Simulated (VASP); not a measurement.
PW: single point with LDA

Crystal: PW.

```xyz
8
Lattice="5.6637 0.0000 0.0000 0.0000 3.2107 0.0000 0.0000 0.0000 6.1893" Properties=species:S:1:pos:R:3 pbc="T T T"
P     4.6293    2.4080    3.4982
P     1.0344    0.8027    2.6911
P     3.8662    0.8027    0.4036
P     1.7974    2.4080    5.7857
W    -0.0755    2.4080    1.1647
W     0.0755    0.8027    5.0246
W     2.9073    0.8027    4.2594
W     2.7563    2.4080    1.9299
```

```
Program             : VASP 6.6.1
Task                : single point
Functional          : LDA
Potentials or basis : VASP PAW LDA potentials, release 64 (P, W_sv)
Cutoff              : 520 eV
k mesh              : 6 × 12 × 6
Occupations         : gaussian, width 0.1 eV
Spin                : no spin polarisation
```

```yaml
Pressure: 1.0 GPa
Largest_force: 0.023 eV/Å
Band_gap_on_the_k_mesh: zero (bands 38 and 39 overlap by 1.55 eV)
```

Forces in eV/Å, atoms in the order of the input:
```
P    0.023  0.000 -0.005
P   -0.023  0.000  0.005
P   -0.023  0.000 -0.005
P    0.023  0.000  0.005
W   -0.003  0.000  0.022
W    0.003  0.000 -0.022
W    0.003  0.000  0.022
W   -0.003  0.000 -0.022
```

Stress tensor (GPa, compression positive):
```
1.04 0.00 0.00
0.00 0.86 0.00
0.00 0.00 1.08
```

Levels at points of the mesh, in eV from the Fermi level:
| k point | band 35 | band 36 | band 37 | band 38 | band 39 | band 40 | band 41 | band 42 |
| --- | --- | --- | --- | --- | --- | --- | --- | --- |
| (0.00, 0.00, 0.00) | -1.11 | -0.97 | -0.92 | -0.71 | -0.54 | 0.54 | 0.91 | 1.18 |
| (0.50, 0.00, 0.00) | -1.34 | -1.34 | -0.55 | -0.55 | 0.57 | 0.57 | 1.39 | 1.39 |
| (0.00, 0.50, 0.00) | -2.59 | -2.59 | -0.36 | -0.36 | -0.05 | -0.05 | 2.16 | 2.16 |
| (0.50, 0.50, 0.00) | -2.60 | -2.60 | 1.00 | 1.00 | 1.00 | 1.00 | 2.42 | 2.42 |
| (0.00, 0.00, 0.50) | -1.81 | -1.81 | -1.44 | -1.44 | 0.09 | 0.09 | 0.98 | 0.98 |
| (0.50, 0.00, 0.50) | -1.57 | -1.57 | -0.84 | -0.84 | 0.41 | 0.41 | 0.76 | 0.76 |
| (0.00, 0.50, 0.50) | -1.88 | -1.88 | -0.49 | -0.49 | 0.54 | 0.54 | 2.29 | 2.29 |
| (0.50, 0.50, 0.50) | -2.14 | -2.14 | 0.38 | 0.38 | 0.38 | 0.38 | 2.25 | 2.25 |

Run time: 8.4 min on 1 thread of Intel(R) Xeon(R) Platinum 8259CL CPU @ 2.50GHz (Skylake/Cascade Lake) (shared host), peak memory 0.49 GiB.

Caveat: spin-orbit coupling is left out, which moves the levels of the heavy elements.
